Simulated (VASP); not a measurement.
The system is Re.

```xyz
2
Lattice="2.7608 0.0000 0.0000 -1.3804 2.3909 0.0000 0.0000 0.0000 4.4582" Properties=species:S:1:pos:R:3 pbc="T T T"
Re   -0.0382    1.5834    1.2080
Re    1.3676    0.7888    3.3643
```

| Item | Value |
| --- | --- |
| Program | VASP 6.6.1 |
| Task | relaxation of cell and atoms |
| Functional | LDA |
| Potentials or basis | VASP PAW LDA potentials, release 64 (Re) |
| Cutoff | 600 eV |
| k mesh | 9 × 9 × 5 |
| Occupations | fermi-dirac, width 0.05 eV |
| Spin | no spin polarisation |

At the start: pressure -7.8 GPa; volume 14.71 Å³/atom.

Problem. Where does the relaxation end?

Solution. Over 13 steps the energy falls by 14.8 meV/atom and the volume is 14.39 Å³/atom (-2.2 %); space group P6_3/mmc (No. 194, to 0.05 Å).

The path:
```
step  energy change (eV)  largest force (eV/Å)  pressure (GPa)  volume (Å³)
   1              0.0000                0.2879           -7.84        29.43
   2              0.2619                0.5202           42.08        26.47
   3             -0.0164                0.3570            0.24        28.82
   4             -0.0164                0.3593            0.52        28.80
   5             -0.0252                0.2057            0.48        28.77
   6             -0.0280                0.0505            0.79        28.73
   7             -0.0263                0.0424           -3.19        29.01
   8             -0.0292                0.0184           -0.82        28.84
   9             -0.0282                0.0277            1.81        28.66
  10             -0.0295                0.0158            0.03        28.78
  11             -0.0295                0.0119            0.02        28.78
  12             -0.0295                0.0129            0.02        28.78
  13             -0.0295                0.0090           -0.07        28.79
```

Final structure:
```yaml
crystal:
  lattice:
    - [2.74501, 0.00018, 0.00028]
    - [-1.37235, 2.37709, -0.00014]
    - [0.00042, -0.00001, 4.41163]
  atoms:
    - { symbol: Re, position: [0.32168, 0.66266, 0.26275] }
    - { symbol: Re, position: [0.65594, 0.32951, 0.76282] }
```
